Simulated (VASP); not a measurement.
# Li4GeN2 (Cm) in VASP: further runs

Runs on Li4GeN2. Level: PBE. Tasks: single point.

Everything below comes from runs of VASP 6.6.1. Logs are shortened: lines on timing, memory, paths and dates and some standing lists are left out, and cuts for length are marked.

### Step 1. The cell of the first run

The structure is monoclinic, space group Cm (No. 8). Conventional cell: a = 10.090 Å, b = 3.186 Å, c = 5.288 Å, α = 90.00°, β = 112.51°, γ = 90.00°. Li (site symmetry m) has 3 N at 1.97 to 2.03 Å and 4 Li at 2.26 to 2.60 Å and 2 Ge at 2.70 Å within 2.7 Å. Within 2.7 Å of Li (site symmetry m) lie 3 N at 2.01 to 2.02 Å and 5 Li at 2.37 to 2.60 Å and 2 Ge at 2.61 Å. Li (site symmetry m) has 3 N at 2.07 to 2.18 Å and 5 Li at 2.26 to 2.60 Å and 1 Ge at 2.53 Å within 2.7 Å. Li (site symmetry m) has 2 N at 1.87 to 1.93 Å and 4 Li at 2.37 to 2.60 Å and 2 Ge at 2.68 Å within 2.7 Å. Within 2.7 Å of Ge (site symmetry m) lie 3 N at 1.92 to 2.07 Å and 7 Li at 2.53 to 2.70 Å. N (site symmetry m) has 5 Li at 1.93 to 2.07 Å and 2 Ge at 2.07 Å within 2.6 Å. N (site symmetry m) has 6 Li at 1.87 to 2.18 Å and 1 Ge at 1.92 Å within 2.5 Å.

### Step 2. Single point, PBE (11.22 Å³/atom)

The input, INCAR:

```
SYSTEM = Li4GeN2
  ALGO = Normal
  EDIFF = 1E-6
  ENCUT = 520
  GGA = PE
  ISIF = 2
  ISMEAR = 0
  LASPH = .True.
  LCHARG = .False.
  LREAL = .False.
  LWAVE = .False.
  NBANDS = 27
  NELM = 100
  PREC = Accurate
  SIGMA = 0.02
```

The input, KPOINTS:

```
k-points
0
Gamma
  10 10 6
  0 0 0
```

The input, POSCAR:

```
Li4GeN2
1.0
    5.0449148785     -1.5931375807      0.0502806274
    5.0449148785      1.5931375807      0.0502806274
   -2.0731297842      0.0000000000      4.8651859252
Li Ge N
4 1 2
Direct
    0.8571241392      0.8571241392      0.6425946746
    0.9998125136      0.9998125136      0.3755452016
    0.4547777853      0.4547777853      0.9618387406
    0.6339173154      0.6339173154      0.7746290661
    0.2783077803      0.2783077803      0.1970554115
    0.8352180193      0.8352180193      0.0081709536
    0.4408424271      0.4408424271      0.5401668821
```

Potentials or basis: VASP PAW PBE potentials, release 64 (Li_sv, Ge_d, N).

Launch:

```console
$ cat potpaw_PBE.64/Li_sv/POTCAR potpaw_PBE.64/Ge_d/POTCAR potpaw_PBE.64/N/POTCAR > POTCAR
$ mpirun -np 1 vasp_std > vasp.out
```

OUTCAR:

```text
SYSTEM = Li4GeN2
   EDIFF = 1E-6
   ENCUT = 520
   GGA = PE
   ISIF = 2
   ISMEAR = 0
   LASPH = .True.
   LREAL = .False.
   NELM = 100
   PREC = Accurate

 ion  position               nearest neighbor table
   1  0.857  0.857  0.643-   7 1.97   7 1.97   6 2.03   3 2.26   3 2.26   2 2.37   4 2.60   5 2.70
                             5 2.70
   2  1.000  1.000  0.376-   7 2.01   7 2.01   6 2.02   1 2.37   4 2.58   4 2.58   3 2.60   3 2.60
                             5 2.61   5 2.61
   3  0.455  0.455  0.962-   6 2.07   6 2.07   7 2.18   1 2.26   1 2.26   4 2.37   5 2.53   2 2.60
                             2 2.60
   4  0.634  0.634  0.775-   7 1.87   6 1.93   3 2.37   2 2.58   2 2.58   1 2.60   5 2.68   5 2.68

   5  0.278  0.278  0.197-   7 1.92   6 2.07   6 2.07   3 2.53   2 2.61   2 2.61   4 2.68   4 2.68
                             1 2.70   1 2.70
   6  0.835  0.835  0.008-   4 1.93   2 2.02   1 2.03   3 2.07   3 2.07   5 2.07   5 2.07
   7  0.441  0.441  0.540-   4 1.87   5 1.92   1 1.97   1 1.97   2 2.01   2 2.01   3 2.18

  LATTYP: Found a base centered monoclinic cell.
 ALAT       =    10.0903308712
 B/A-ratio  =     0.3157750922
 C/A-ratio  =     0.5241125160
 COS(beta)  =    -0.3828215705

  Lattice vectors:

 A1 = (   5.0449148785,  -1.5931375807,   0.0502806274)
 A2 = (   5.0449148785,   1.5931375807,   0.0502806274)
 A3 = (  -2.0731297842,   0.0000000000,   4.8651859252)

Analysis of symmetry for initial positions (statically):
=====================================================================
 Subroutine PRICEL returns:
 Original cell was already a primitive cell.

 Routine SETGRP: Setting up the symmetry group for a
 base centered monoclinic supercell.

 Subroutine GETGRP returns: Found  2 space group operations
 (whereof  2 operations were pure point group operations)
 out of a pool of  4 trial point group operations.

The static configuration has the point symmetry C_1h.

Analysis of symmetry for dynamics (positions and initial velocities):
=====================================================================
 Subroutine PRICEL returns:
 Original cell was already a primitive cell.

 Routine SETGRP: Setting up the symmetry group for a
 base centered monoclinic supercell.

 Subroutine GETGRP returns: Found  2 space group operations
 (whereof  2 operations were pure point group operations)
 out of a pool of  4 trial point group operations.

The dynamic configuration has the point symmetry C_1h.

 Subroutine INISYM returns: Found  2 space group operations
 (whereof  2 operations are pure point group operations),
 and found     1 'primitive' translations

----------------------------------------------------------------------------------------

                                     Primitive cell

  volume of cell :      78.5375

  direct lattice vectors                    reciprocal lattice vectors
     5.044914879 -1.593137581  0.050280627     0.098690569 -0.313846090  0.042053554
     5.044914879  1.593137581  0.050280627     0.098690569  0.313846090  0.042053554
    -2.073129784  0.000000000  4.865185925    -0.002039891  0.000000000  0.204672762

  length of vectors
     5.290726002  5.290726002  5.288468700     0.331674084  0.331674084  0.204682927

  position of ions in fractional coordinates (direct lattice)
     0.857124139  0.857124139  0.642594675
     0.999812514  0.999812514  0.375545202
     0.454777785  0.454777785  0.961838741
     0.633917315  0.633917315  0.774629066
     0.278307780  0.278307780  0.197055412
     0.835218019  0.835218019  0.008170954
     0.440842427  0.440842427  0.540166882

  ion indices of the primitive-cell ions
   primitive index   ion index
                 1           1
                 2           2
                 3           3
                 4           4
                 5           5
                 6           6
                 7           7

----------------------------------------------------------------------------------------

 KPOINTS: k-points

Automatic generation of k-mesh.
 Grid dimensions read from file:
 generate k-points for:   10   10    6

 Generating k-lattice:

  Cartesian coordinates                     Fractional coordinates (reciprocal lattice)
     0.009869057 -0.031384609  0.004205355     0.100000000  0.000000000 -0.000000000
     0.009869057  0.031384609  0.004205355     0.000000000  0.100000000 -0.000000000
    -0.000339982  0.000000000  0.034112127    -0.000000000 -0.000000000  0.166666667

  Length of vectors
     0.033167408  0.033167408  0.034113821

  Shift w.r.t. Gamma in fractional coordinates (k-lattice)
     0.000000000  0.000000000  0.000000000

 Subroutine IBZKPT returns following result:
 ===========================================

 Found    172 irreducible k-points:

 Following reciprocal coordinates:
            Coordinates               Weight
  0.000000  0.000000  0.000000      1.000000
  0.100000  0.000000  0.000000      4.000000
  0.200000  0.000000  0.000000      4.000000
  0.300000 -0.000000 -0.000000      4.000000
  0.400000  0.000000  0.000000      4.000000
  0.500000  0.000000  0.000000      2.000000
[... 16 lines left out ...]
  0.300000  0.300000 -0.000000      2.000000
  0.400000  0.300000 -0.000000      4.000000
 [... further k-points ...]
   k-points           NKPTS =    172   k-points in BZ     NKDIM =    172   number of bands    NBANDS=     27
   number of dos      NEDOS =    301   number of ions     NIONS =      7
   total plane-waves  NPLWV =  64000
   dimension x,y,z NGX =    40 NGY =   40 NGZ =   40
   dimension x,y,z NGXF=    80 NGYF=   80 NGZF=   80
   ions per type =               4   1   2
   NGX,Y,Z   is equivalent  to a cutoff of  12.57, 12.57, 12.57 a.u.
   NGXF,Y,Z  is equivalent  to a cutoff of  25.14, 25.14, 25.15 a.u.
 SYSTEM =  Li4GeN2
   PREC   = accura    normal or accurate (medium, high low for compatibility)
   ISTART =      0    job   : 0-new  1-cont  2-samecut
   ICHARG =      2    charge: 1-file 2-atom 10-const
   ISPIN  =      1    spin polarized calculation?
   LNONCOLLINEAR =      F non collinear calculations
   LSORBIT =      F    spin-orbit coupling
   LASPH  =      T    aspherical Exc in radial PAW
   ENCUT  =  520.0 eV  38.22 Ry    6.18 a.u.   9.84  9.84  9.83*2*pi/ulx,y,z
   NELM   =    100;   NELMIN=  2; NELMDL= -5     # of ELM steps
   EDIFF  = 0.1E-05   stopping-criterion for ELM
   LREAL  =      F    real-space projection
   EDIFFG = 0.1E-04   stopping-criterion for IOM
   NSW    =      0    number of steps for IOM
   IBRION =     -1    ionic relax: 0-MD 1-quasi-New 2-CG
   NFREE  =      0    steps in history (QN), initial steepest desc. (CG)
   ISIF   =      2    stress and relaxation
   ISYM   =      2    0-nonsym 1-usesym 2-fastsym
   POTIM  = 0.5000    time-step for ionic-motion
   TEBEG  =    0.0;   TEEND  =   0.0 temperature during run
   PSTRESS=    0.0 pullay stress
   NELECT =      36.0000    total number of electrons
   NUPDOWN=      -1.0000    fix difference up-down
   EMIN   =  10.00;   EMAX   =-10.00  energy-range for DOS
   EFERMI =   0.00;   METHOD = LEGACY
   ISMEAR =     0;   SIGMA  =   0.02  broadening in eV -4-tet -1-fermi 0-gaus
   EFERMI_NEDOS =   21; number of points for ismear=-14 and -15
   IALGO  =     38    algorithm
   IMIX   =      4    mixing-type and parameters
     AMIX     =   0.40;   BMIX     =  1.00
     AMIX_MAG =   1.60;   BMIX_MAG =  1.00
  volume/ion in A,a.u.               =      11.22        75.71
  Fermi-wavevector in a.u.,A,eV,Ry     =   1.262263  2.385332 21.678282  1.593309
  Thomas-Fermi vector in A             =   2.395680
   LORBIT       =      0    0 simple, 1 ext, 2 COOP (PROOUT), +10 PAW based schemes
   GGA     = PE    functional components
   LHFCALC =     F    Hartree Fock is set to
   AEXX    =    0.0000 exact exchange contribution
   IVDW    =     0    specifies the selected vdW correction
   LEPSILON=     F    determine dielectric tensor
   LRPA    =     F    only Hartree local field effects (RPA)
 non-spin polarized calculation
 Gauss-broadening in eV      SIGMA  =   0.02
  energy-cutoff  :      520.00
  volume of cell :       78.54
 maximum number of plane-waves:      2132
   NGX = 19   NGY = 19   NGZ = 19

 number of electron      35.9999999 magnetization

 Free energy of the ion-electron system (eV)
  ---------------------------------------------------
  ext. energy  EPLUGINS =         0.00000000
  ---------------------------------------------------
  free energy    TOTEN  =       -31.38350566 eV

  energy without entropy =      -31.38350566  energy(sigma->0) =      -31.38350566

 E-fermi :   3.8512     XC(G=0):  -9.4942

 val. band max:        3.6229256618   @ k =   0.5000   0.5000   0.0000
 cond. band min:       4.7105511450   @ k =   0.0000   0.0000   0.3333
 fundamental gap:      1.0876254833
 Fermi energy:         3.8512254820

 k-point     1 :       0.0000    0.0000    0.0000
  band No.  band energies     occupation
      1     -42.1040      2.00000
      2     -41.6891      2.00000
      3     -41.1517      2.00000
      4     -41.0740      2.00000
      5     -20.6553      2.00000
      6     -20.6226      2.00000
[... 19 lines left out ...]
     26      13.6072      0.00000
     27      13.6637      0.00000

 k-point     2 :       0.1000    0.0000    0.0000
  band No.  band energies     occupation
      1     -42.1030      2.00000
      2     -41.6886      2.00000
      3     -41.1513      2.00000
      4     -41.0738      2.00000
      5     -20.6508      2.00000
      6     -20.6255      2.00000
[... 19 lines left out ...]
     26      13.4322      0.00000
     27      14.0106      0.00000

 k-point     3 :       0.2000    0.0000    0.0000
  band No.  band energies     occupation
      1     -42.1006      2.00000
      2     -41.6874      2.00000
      3     -41.1504      2.00000
      4     -41.0732      2.00000
      5     -20.6453      2.00000
      6     -20.6268      2.00000
[... 594 lines left out ...]
      1     -42.1037      2.00000
      2     -41.6892      2.00000
      3     -41.1518      2.00000
      4     -41.0742      2.00000
      5     -20.6553      2.00000
      6     -20.6226      2.00000
[... 19 lines left out ...]
     26      13.2300      0.00000
     27      13.7312      0.00000

 k-point    24 :       0.4000    0.3000   -0.0000
  band No.  band energies     occupation
      1     -42.1027      2.00000
      2     -41.6888      2.00000
      3     -41.1515      2.00000
      4     -41.0740      2.00000
      5     -20.6507      2.00000
      6     -20.6255      2.00000
[... 19 lines left out ...]
     26      13.0654      0.00000
     27      13.4732      0.00000

 [... further k-points ...]

------------------------ aborting loop because EDIFF is reached ----------------------------------------

  FORCE on cell =-STRESS in cart. coord.  units (eV):
  Direction    XX          YY          ZZ          XY          YZ          ZX
  --------------------------------------------------------------------------------------
  -------------------------------------------------------------------------------------
  Total        1.2622023      1.2419412      1.2343092      0.0000000      0.0000000      0.0324893
  in kB       25.7491259     25.3357954     25.1801008      0.0000000      0.0000000      0.6627872
  external PRESSURE =      25.4216740 kB  Pullay stress =       0.0000000 kB

 VOLUME and BASIS-vectors are now :
 -----------------------------------------------------------------------------
  energy-cutoff  :      520.00
  volume of cell :       78.54
      direct lattice vectors                 reciprocal lattice vectors
     5.044914879 -1.593137581  0.050280627     0.098690569 -0.313846090  0.042053554
     5.044914879  1.593137581  0.050280627     0.098690569  0.313846090  0.042053554
    -2.073129784  0.000000000  4.865185925    -0.002039891  0.000000000  0.204672762

 POSITION                                       TOTAL-FORCE (eV/Angst)
 -----------------------------------------------------------------------------------
      7.31605      0.00000      3.21254        -0.019625      0.000000     -0.003865
      9.30938      0.00000      1.92764         0.024850      0.000000     -0.000961
      2.59461      0.00000      4.72526         0.006755      0.000000      0.003078
      4.79021      0.00000      3.83246         0.003630      0.000000      0.007262
      2.39956      0.00000      0.98670        -0.018336      0.000000      0.016802
      8.41027      0.00000      0.12374         0.023478      0.000000      0.006038
      3.32819      0.00000      2.67234        -0.020752      0.000000     -0.028353
 -----------------------------------------------------------------------------------
    total drift:                                0.000988     -0.000000      0.001444

  FREE ENERGIE OF THE ION-ELECTRON SYSTEM (eV)
  ---------------------------------------------------
  free  energy   TOTEN  =       -31.3835056568 eV

  energy  without entropy=      -31.3835056568  energy(sigma->0) =      -31.38350566
```

Wall time 3.5 min (1 thread of Intel Xeon 6975P-C (Granite Rapids), shared host); peak memory 0.47 GiB.

What came out:

| Property | Result |
| --- | --- |
| Free energy | -31.3835 eV |
| Largest force | 0.035 eV/Å |
| Band gap on the k mesh | 1.09 eV (least direct gap 1.84 eV) |

Forces on the atoms (eV/Å):
```
Li  -0.020  0.000 -0.004
Li   0.025  0.000 -0.001
Li   0.007  0.000  0.003
Li   0.004  0.000  0.007
Ge  -0.018  0.000  0.017
N    0.023  0.000  0.006
N   -0.021  0.000 -0.028
```

Caveat: the cutoff is under 1.25 times the usual one of these potentials, so pressure, stress and relaxed cells hold a basis-set (Pulay) error. A k mesh can miss the band edges.

### Step 3. Single point, PBE

This run uses another cell than the first one, of 11.94 Å³/atom.

The input, INCAR:

```
SYSTEM = Li4GeN2
PREC = Accurate
ENCUT = 520
EDIFF = 1E-7
ISMEAR = 0
SIGMA = 0.02
LREAL = .FALSE.
LASPH = .TRUE.
NELM = 60
ALGO = Normal
ISIF = 2
LWAVE = .FALSE.
LCHARG = .FALSE.
GGA = PE
NBANDS = 27
```

The input, KPOINTS:

```
Automatic mesh
0
G
  10 10 6
  0 0 0
```

The input, POSCAR:

```
Li4GeN2
1.0
    5.2716826893     -1.6157714561     -0.0096147030
    5.2716826893      1.6157714561     -0.0096147030
   -2.2246898394      0.0000000000      4.9085042749
Li Ge N
4 1 2
Direct
    0.8536318562      0.8536318562      0.6355089003
    0.9944961128      0.9944961128      0.3854668549
    0.4525219066      0.4525219066      0.9551677715
    0.6342956055      0.6342956055      0.7881174352
    0.2852735214      0.2852735214      0.1888262755
    0.8397206093      0.8397206093      0.0051206569
    0.4400603683      0.4400603683      0.5417930357
```

Potentials or basis: VASP PAW PBE potentials, release 64 (Li_sv, Ge_d, N).

Launch:

```console
$ cat potpaw_PBE.64/Li_sv/POTCAR potpaw_PBE.64/Ge_d/POTCAR potpaw_PBE.64/N/POTCAR > POTCAR
$ mpirun -np 1 vasp_std > vasp.out
```

Run time: 4.5 min. Hardware: 1 thread of Intel Xeon 6975P-C (Granite Rapids), shared host; peak memory 0.49 GiB.

Results (log left out):

- Free energy: -31.4255 eV
- Largest force: 0.031 eV/Å
- Band gap on the k mesh: 1.19 eV (least direct gap 1.87 eV)

Forces in eV/Å, atoms in the order of the input:
```
Li  -0.016  0.000 -0.001
Li   0.024  0.000  0.003
Li   0.009  0.000  0.001
Li  -0.002  0.000  0.009
Ge  -0.015  0.000  0.013
N    0.019  0.000 -0.001
N   -0.018  0.000 -0.025
```

Levels at points of the mesh, in eV from the valence-band top:
| k point | band 14 | band 15 | band 16 | band 17 | band 18 | band 19 | band 20 | band 21 | band 22 | band 23 |
| --- | --- | --- | --- | --- | --- | --- | --- | --- | --- | --- |
| (0.00, 0.00, 0.00) | -2.69 | -2.52 | -1.94 | -1.34 | -0.61 | 1.90 | 3.05 | 3.97 | 5.89 | 6.27 |
| (0.50, 0.00, 0.00) | -3.38 | -2.97 | -2.54 | -1.77 | -0.81 | 1.95 | 2.96 | 4.26 | 5.31 | 5.72 |
| (0.50, 0.50, 0.00) | -2.99 | -2.59 | -1.16 | -0.55 | -0.01 | 1.90 | 2.52 | 3.03 | 5.79 | 6.90 |
| (0.00, 0.00, 0.50) | -2.43 | -2.41 | -1.80 | -1.57 | -0.80 | 1.32 | 2.48 | 4.08 | 6.04 | 6.62 |
| (0.50, 0.00, 0.50) | -3.65 | -2.49 | -2.34 | -1.82 | -0.50 | 1.48 | 2.59 | 4.18 | 4.99 | 6.33 |
| (0.50, 0.50, 0.50) | -2.45 | -2.40 | -2.14 | -0.85 | -0.52 | 1.57 | 3.77 | 4.53 | 5.87 | 6.52 |

Caveat: the cutoff is under 1.25 times the usual one of these potentials, so pressure, stress and relaxed cells hold a basis-set (Pulay) error. A k mesh can miss the band edges.
